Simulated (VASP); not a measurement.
## Ga: single point with PBE

Ga:

```
Ga
1.0
    -0.35632    0.12757    2.73820
     5.35610   -0.00599   -0.70324
    -0.00586    5.32836    0.26355
Ga
4
Direct
  0.89866 0.25783 0.18497
  0.39400 0.25796 0.68482
  0.59881 0.74183 0.31455
  0.10853 0.74239 0.81566
```

- Program: VASP 6.6.1
- Task: single point
- Functional: PBE
- Potentials or basis: VASP PAW PBE potentials, release 64 (Ga_d)
- Cutoff: 520 eV
- k mesh: 8 × 4 × 4
- Occupations: gaussian, width 0.2 eV
- Spin: no spin polarisation
- Dipole correction: no
- Further INCAR settings: ALGO = Fast; EDIFF = 1e-06; NBANDS = 34

```
Pressure               : 0.2 GPa
Largest force          : 0.007 eV/Å
Band gap on the k mesh : zero (bands 26 and 27 overlap by 3.98 eV)
```

Forces in eV/Å, atoms in the order of the input:
```
Ga   0.001  0.005  0.000
Ga   0.003 -0.004  0.005
Ga  -0.001  0.003 -0.001
Ga  -0.004 -0.003 -0.004
```

Stress tensor (GPa, compression positive):
```
 0.07 -0.01 -0.03
-0.01  0.13 -0.02
-0.03 -0.02  0.26
```

Levels at points of the mesh, in eV from the Fermi level:
```
           k point  band 24  band 25  band 26  band 27  band 28  band 29
(0.00, 0.00, 0.00)    -4.61    -4.12    -0.85    -0.44     0.21     3.34
(0.50, 0.00, 0.00)    -2.72    -1.03    -1.02     1.12     1.13     1.73
(0.00, 0.50, 0.00)    -4.54    -3.27    -2.90     1.96     2.30     5.96
(0.50, 0.50, 0.00)    -2.78    -0.92    -0.92     0.97     0.98     1.94
(0.00, 0.00, 0.50)    -4.66    -2.72    -2.71     1.68     1.69     6.02
(0.50, 0.00, 0.50)    -3.46    -1.94    -1.49    -1.10    -0.64     2.94
(0.00, 0.50, 0.50)    -7.85     2.45     2.46     2.73     2.74     3.72
(0.50, 0.50, 0.50)    -3.37    -1.90    -1.49    -1.22    -0.28     3.58
```

It took 4.1 min on 1 thread of Intel Xeon 8259CL, with other jobs on the host, peak memory 0.27 GiB.
